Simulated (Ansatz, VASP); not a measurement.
**One calculation of Li2S, two programs**

INCAR

```
PREC = Accurate
ENCUT = 750
EDIFF = 1E-6
ISMEAR = 0
SIGMA = 0.02
LREAL = F
LASPH = T
NELM = 120
ALGO = Normal
ISIF = 2
LWAVE = F
LCHARG = T
GGA = PE
LELF = T
LVHAR = T
NBANDS = 13
GGA_COMPAT = F
```

File KPOINTS:

```
regular mesh
0
Gamma
  8 8 8
```

Contents of POSCAR:

```
Li2S
1.0
    0.0000000000      2.8239976704      2.8239976704
    2.8239976704      0.0000000000      2.8239976704
    2.8239976704      2.8239976704      0.0000000000
Li S
2 1
Direct
    0.2500000000      0.2500000000      0.2500000000
    0.7500000000      0.7500000000      0.7500000000
    0.0000000000      0.0000000000      0.0000000000
```

Input for Ansatz:

```yaml
crystal:
  lattice:
    - [0.0, 2.8239976679, 2.8239976679]
    - [2.8239976679, 0.0, 2.8239976679]
    - [2.8239976679, 2.8239976679, 0.0]
  atoms:
    - { symbol: Li, position: [0.25, 0.25, 0.25] }
    - { symbol: Li, position: [0.75, 0.75, 0.75] }
    - { symbol: S, position: [0.0, 0.0, 0.0] }
basis:
  ecutwfc: 420
kpoints:
  mp_grid: { grid: [8, 8, 8] }
hamiltonian:
  xc: pbe
scf:
  occupations: { method: gaussian, width: 0.02 }
output:
  forces: true
  stress: true
  eigenvalues: true
  write_density: true
  write_potential: true
  elf: true
  volumetric_format: npy
```

Alike in both runs: task single point; functional PBE; k mesh 8 × 8 × 8; occupations gaussian, width 0.02 eV; no spin polarisation.

```csv
,VASP,Ansatz
version,VASP 6.6.1,Ansatz 0.2.0
potentials or method,"VASP PAW PBE potentials, release 64 (Li_sv, S), cutoff 750 eV","scalar-relativistic, plane waves, PAW"
valence electrons in the cell,12,12
```

|  | VASP | Ansatz | Ansatz less VASP |
| --- | --- | --- | --- |
| gap on the k mesh at the Fermi level (eV) | 3.37 | 3.37 | +0.001 |
| least direct gap on the mesh (eV) | 4.41 | 4.40 | -0.003 |
| pressure (GPa) | 1.2 | 1.3 | +0.14 |
